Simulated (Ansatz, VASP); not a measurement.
**One calculation of Se, two programs**

File INCAR:

```
SYSTEM = Se
PREC = Accurate
ENCUT = 520
EDIFF = 1E-6
ISMEAR = -1
SIGMA = 0.1
LREAL = .False.
LASPH = .True.
NELM = 150
ALGO = Normal
ISIF = 2
LWAVE = .False.
LCHARG = .False.
MAGMOM = 0 0 0
LORBIT = 11
LSORBIT = .True.
GGA_COMPAT = .False.
LORBMOM = .True.
GGA = CA
NBANDS = 17
```

The input KPOINTS:

```
regular mesh
0
Gamma
  11 11 11
  0 0 0
```

Contents of POSCAR:

```
Se
1.0
    2.7694729991      0.0000000000      0.0000000000
    0.0000000000      2.7694729991      0.0000000000
    0.0000000000      0.0000000000      2.7694729991
Se
1
Direct
    0.0000000000      0.0000000000      0.0000000000
```

Input for Ansatz:

```yaml
crystal:
  lattice:
    - [2.7694729991, 0.0, 0.0]
    - [0.0, 2.7694729991, 0.0]
    - [0.0, 0.0, 2.7694729991]
  atoms:
    - { symbol: Se, position: [0.0, 0.0, 0.0] }
hamiltonian:
  xc: lda
  pseudopotentials:
    kind: paw_fr
    azcp:
      Se: "pseudopotentials/Se.paw.azcp"
basis:
  ecutwfc: 420
  fft_grid_basis: typed
kpoints:
  mp_grid: { grid: [11, 11, 11], shift: [0, 0, 0] }
magnetization:
  noncollinear: true
  spin_orbit: true
scf:
  occupations: { method: fermi_dirac, width: 0.1 }
```

Alike in both runs: task single point; functional LDA; k mesh 11 × 11 × 11; occupations fermi-dirac, width 0.1 eV; non-collinear spin, spin-orbit coupling.

|  | VASP | Ansatz |
| --- | --- | --- |
| version | VASP 6.6.1 | Ansatz 0.2.0 |
| potentials or method | VASP PAW LDA potentials, release 64 (Se), cutoff 520 eV | plane waves (420 eV) with PAW, fully relativistic with spin-orbit coupling |
| valence electrons in the cell | 6 | 16 |

```csv
,VASP,Ansatz,Ansatz less VASP
net moment per atom (μB),0.00,0.00,0.000
```

Ansatz warns that its potentials were made for another functional, while VASP's fit it. LDA's correlation is that of Perdew and Zunger in VASP and of Perdew and Wang (1992) in Ansatz. VASP's potentials hold 6 valence electrons a cell and Ansatz's 16, so a difference there can come from the potentials and not from the codes.
